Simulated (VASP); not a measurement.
# ZnS (sol) (F-43m) in VASP: notebook, part 2 of 2

VASP 6.6.1. Earlier steps stand in the parts before.

### Step 4. Single point, PBEsol

File INCAR:

```
PREC     = Accurate       # precision mode
ENCUT    = 520            # plane-wave cutoff, eV
EDIFF    = 1E-7           # SCF threshold, eV
ISMEAR   = 0              # smearing method
SIGMA    = 0.02           # smearing width, eV
LREAL    = False          # projectors in reciprocal space
LASPH    = True           # aspherical terms in the spheres
NELM     = 80             # most SCF steps
ALGO     = Normal         # electronic algorithm
ISIF     = 2              # what is computed and relaxed
LWAVE    = False          # write WAVECAR
LCHARG   = False          # write CHGCAR
GGA      = PS             # functional
NBANDS   = 16             # bands
```

File KPOINTS:

```
regular mesh
0
Gamma
  10 10 10
```

File POSCAR:

```
ZnS
1.0
    0.0000000000      2.6781727833      2.6781727833
    2.6781727833      0.0000000000      2.6781727833
    2.6781727833      2.6781727833      0.0000000000
Zn S
1 1
Direct
    0.0000000000      0.0000000000      0.0000000000
    0.7500000000      0.7500000000      0.7500000000
```

Potentials or basis: VASP PAW PBE potentials, release 64 (Zn, S).

Command:

```console
$ cat potpaw_PBE.64/Zn/POTCAR potpaw_PBE.64/S/POTCAR > POTCAR
$ mpirun -np 1 vasp_std > vasp.out
```

OUTCAR:

```text
PREC = Accurate
   ENCUT = 520
   EDIFF = 1E-7
   ISMEAR = 0
   LREAL = False
   LASPH = True
   NELM = 80
   ISIF = 2
   GGA = PS

 ion  position               nearest neighbor table
   1  0.000  0.000  0.000-   2 2.32   2 2.32   2 2.32   2 2.32
   2  0.750  0.750  0.750-   1 2.32   1 2.32   1 2.32   1 2.32

  LATTYP: Found a face centered cubic cell.
 ALAT       =     5.3563455666

  Lattice vectors:

 A1 = (   0.0000000000,   2.6781727833,   2.6781727833)
 A2 = (   2.6781727833,   0.0000000000,   2.6781727833)
 A3 = (   2.6781727833,   2.6781727833,   0.0000000000)

Analysis of symmetry for initial positions (statically):
=====================================================================
 Subroutine PRICEL returns:
 Original cell was already a primitive cell.

 Routine SETGRP: Setting up the symmetry group for a
 face centered cubic supercell.

 Subroutine GETGRP returns: Found 24 space group operations
 (whereof 24 operations were pure point group operations)
 out of a pool of 48 trial point group operations.

The static configuration has the point symmetry T_d .

Analysis of symmetry for dynamics (positions and initial velocities):
=====================================================================
 Subroutine PRICEL returns:
 Original cell was already a primitive cell.

 Routine SETGRP: Setting up the symmetry group for a
 face centered cubic supercell.

 Subroutine GETGRP returns: Found 24 space group operations
 (whereof 24 operations were pure point group operations)
 out of a pool of 48 trial point group operations.

The dynamic configuration has the point symmetry T_d .

 Subroutine INISYM returns: Found 24 space group operations
 (whereof 24 operations are pure point group operations),
 and found     1 'primitive' translations

----------------------------------------------------------------------------------------

                                     Primitive cell

  volume of cell :      38.4190
[... 102 lines left out ...]
   EMIN   =  10.00;   EMAX   =-10.00  energy-range for DOS
   EFERMI =   0.00;   METHOD = LEGACY
   ISMEAR =     0;   SIGMA  =   0.02  broadening in eV -4-tet -1-fermi 0-gaus
   EFERMI_NEDOS =   21; number of points for ismear=-14 and -15
   IALGO  =     38    algorithm
   IMIX   =      4    mixing-type and parameters
     AMIX     =   0.40;   BMIX     =  1.00
     AMIX_MAG =   1.60;   BMIX_MAG =  1.00
  volume/ion in A,a.u.               =      19.21       129.63
  Fermi-wavevector in a.u.,A,eV,Ry     =   1.271502  2.402791 21.996778  1.616718
  Thomas-Fermi vector in A             =   2.404432
   LORBIT       =      0    0 simple, 1 ext, 2 COOP (PROOUT), +10 PAW based schemes
   GGA     = PS    functional components
   LHFCALC =     F    Hartree Fock is set to
   AEXX    =    0.0000 exact exchange contribution
   IVDW    =     0    specifies the selected vdW correction
   LEPSILON=     F    determine dielectric tensor
   LRPA    =     F    only Hartree local field effects (RPA)
 non-spin polarized calculation
 Gauss-broadening in eV      SIGMA  =   0.02
  energy-cutoff  :      520.00
  volume of cell :       38.42
 maximum number of plane-waves:      1056
   NGX = 15   NGY = 15   NGZ = 15

 number of electron      18.0000016 magnetization

 Free energy of the ion-electron system (eV)
  ---------------------------------------------------
  ext. energy  EPLUGINS =         0.00000000
  ---------------------------------------------------
  free energy    TOTEN  =        -7.58892051 eV

  energy without entropy =       -7.58892051  energy(sigma->0) =       -7.58892051

 E-fermi :   2.4110     XC(G=0):  -9.9750

 val. band max:        2.2649718665   @ k =   0.0000   0.0000   0.0000
 cond. band min:       4.3582674363   @ k =   0.0000   0.0000   0.0000
 fundamental gap:      2.0932955698
 Fermi energy:         2.4109619221

 k-point     1 :       0.0000    0.0000    0.0000
  band No.  band energies     occupation
      1     -11.0802      2.00000
      2      -4.2179      2.00000
      3      -4.2179      2.00000
      4      -4.2179      2.00000
      5      -3.6867      2.00000
      6      -3.6867      2.00000
[... 433 lines left out ...]
      3      -3.9575      2.00000
      4      -3.9496      2.00000
      5      -3.6666      2.00000
      6      -3.6250      2.00000
[... 8 lines left out ...]
     15      15.6871      0.00000
     16      18.2060      0.00000

 [... further k-points ...]
[... 5 lines left out ...]
  --------------------------------------------------------------------------------------
  -------------------------------------------------------------------------------------
  Total        0.0501416      0.0501416      0.0501416      0.0000000      0.0000000      0.0000000
  in kB        2.0910440      2.0910440      2.0910440      0.0000000      0.0000000      0.0000000
  external PRESSURE =       2.0910440 kB  Pullay stress =       0.0000000 kB

 VOLUME and BASIS-vectors are now :
 -----------------------------------------------------------------------------
  energy-cutoff  :      520.00
  volume of cell :       38.42
      direct lattice vectors                 reciprocal lattice vectors
     0.000000000  2.678172783  2.678172783    -0.186694452  0.186694452  0.186694452
     2.678172783  0.000000000  2.678172783     0.186694452 -0.186694452  0.186694452
     2.678172783  2.678172783  0.000000000     0.186694452  0.186694452 -0.186694452

 POSITION                                       TOTAL-FORCE (eV/Angst)
 -----------------------------------------------------------------------------------
      0.00000      0.00000      0.00000         0.000000     -0.000000     -0.000000
      4.01726      4.01726      4.01726         0.000000      0.000000      0.000000
 -----------------------------------------------------------------------------------
    total drift:                               -0.000002     -0.000002     -0.000002

  FREE ENERGIE OF THE ION-ELECTRON SYSTEM (eV)
  ---------------------------------------------------
  free  energy   TOTEN  =        -7.5889205130 eV

  energy  without entropy=       -7.5889205130  energy(sigma->0) =       -7.58892051
```

stdout:

```text
POSCAR found type information on POSCAR ZnS
 POSCAR found :  2 types and       2 ions
 scaLAPACK will be used
 -----------------------------------------------------------------------------
|                                                                             |
|                                                                             |
|     You enforced a specific xc type in the INCAR file but a different       |
|     I HOPE YOU KNOW WHAT YOU ARE DOING!                                     |
|                                                                             |
 -----------------------------------------------------------------------------

 LDA part: xc-table for (Slater+PW92), standard interpolation
 POSCAR, INCAR and KPOINTS ok, starting setup
 FFT: planning ... GRIDC
 FFT: planning ... GRID_SOFT
 FFT: planning ... GRID
 WAVECAR not read
 entering main loop
```

Wall time 42 s (1 thread of Intel Xeon 8259CL, shared host); peak memory 0.17 GiB.

Results:

```
Free energy            : -7.5889 eV
Pressure               : 0.2 GPa
Band gap on the k mesh : 2.09 eV, direct
```

Caveat: the PAW data sets were made with another functional, which shifts forces and pressure a little. PBEsol gaps usually lie below the measured ones, often by a third to a half.

### Step 5. Relaxation of cell and atoms, PBEsol

This run uses another cell than the first one, of 19.55 Å³/atom, 1.017 times its volume.

File INCAR:

```
PREC     = Accurate       # precision mode
ENCUT    = 600            # plane-wave cutoff, eV
EDIFF    = 1E-6           # SCF threshold, eV
ISMEAR   = 0              # smearing method
SIGMA    = 0.02           # smearing width, eV
LREAL    = False          # projectors in reciprocal space
LASPH    = True           # aspherical terms in the spheres
NELM     = 60             # most SCF steps
ALGO     = Normal         # electronic algorithm
ISIF     = 3              # what is computed and relaxed
LWAVE    = False          # write WAVECAR
LCHARG   = False          # write CHGCAR
GGA      = PS             # functional
IBRION   = 2              # ionic algorithm
NSW      = 100            # ionic steps
EDIFFG   = -0.002         # ionic threshold
```

File KPOINTS:

```
Automatic mesh
0
Gamma
  10 10 10
```

File POSCAR:

```
ZnS
1.0
    0.0000000000      2.6936828800      2.6936828800
    2.6936828800      0.0000000000      2.6936828800
    2.6936828800      2.6936828800      0.0000000000
Zn S
1 1
Direct
    0.0000000000      0.0000000000      0.0000000000
    0.7500000000      0.7500000000      0.7500000000
```

Command:

```console
$ cat potpaw_PBE.64/Zn/POTCAR potpaw_PBE.64/S/POTCAR > POTCAR
$ mpirun -np 1 vasp_std > vasp.out
```

Run time: 2.7 min. Hardware: 1 thread of Intel Xeon 8259CL, shared host; peak memory 0.19 GiB.

The run converged. Its results:

* Free energy: -7.5893 eV
* Relaxed volume: 19.27 Å³/atom
* Relaxed cell: a = 3.791 Å, b = 3.791 Å, c = 3.791 Å, α = 60.00°, β = 60.00°, γ = 60.00°
* Space group after relaxing (to 0.05 Å): F-43m (No. 216)
* Energy gained by relaxing: 1.0 meV/atom
* Ionic steps: 7
* Pressure after relaxing: 0.0 GPa
* Band gap on the k mesh: 2.08 eV, direct

Step by step:
| step | energy change (eV) | largest force (eV/Å) | pressure (GPa) | volume (Å³) |
| --- | --- | --- | --- | --- |
| 1 | 0.0000 | 0.0000 | -1.07 | 39.09 |
| 2 | -0.0019 | 0.0000 | 0.35 | 38.36 |
| 3 | -0.0020 | 0.0000 | 0.05 | 38.51 |
| 4 | -0.0020 | 0.0000 | -0.04 | 38.54 |
| 5 | -0.0020 | 0.0000 | 0.03 | 38.52 |
| 6 | -0.0020 | 0.0000 | -0.05 | 38.54 |
| 7 | -0.0020 | 0.0000 | 0.01 | 38.53 |

Final structure:
```
CELL_PARAMETERS angstrom
0.00000 2.68076 2.68076
2.68076 0.00000 2.68076
2.68076 2.68076 0.00000
ATOMIC_POSITIONS crystal
Zn 0.00000 0.00000 0.00000
S 0.75000 0.75000 0.75000
```

Levels at points of the mesh, in eV from the valence-band top:
```tsv
k point	band 6	band 7	band 8	band 9	band 10	band 11	band 12	band 13
(0.00, 0.00, 0.00)	-5.94	0.00	0.00	0.00	2.08	6.29	6.29	6.29
(0.50, 0.00, 0.00)	-5.74	-5.52	-0.91	-0.91	3.24	6.82	6.82	8.79
(0.50, 0.50, 0.00)	-5.72	-4.70	-2.34	-2.34	3.18	3.96	11.00	12.04
```

Caveat: the PAW data sets were made with another functional, which shifts forces and pressure a little. PBEsol gaps usually lie below the measured ones, often by a third to a half.

### Step 6. Overview

| task | cell | k mesh | cutoff (eV) | smearing | gap on the mesh (eV) | pressure (GPa) |
| --- | --- | --- | --- | --- | --- | --- |
| single point | a = 3.788 Å, angles 60.0°, 2 atoms | 10 × 10 × 10 | 520 | gaussian 0.02 eV | 2.09 | 0.2 |
| single point | a = 3.809 Å, angles 60.0°, 2 atoms | 6 × 6 × 6 | 520 | gaussian 0.1 eV | 2.02 | -1.1 |
| relaxation of cell and atoms | relaxed from a = 3.809 Å, angles 60.0°, 2 atoms | 10 × 10 × 10 | 600 | gaussian 0.02 eV | 2.08 | 0.0 |

Alike in all rows: level PBEsol; potentials or basis VASP PAW PBE potentials, release 64 (Zn, S); no spin polarisation.

Caveats: the PAW data sets were made with another functional, which shifts forces and pressure a little.

Total energies depend on the potentials used, so only differences within one code and one set of settings carry meaning.
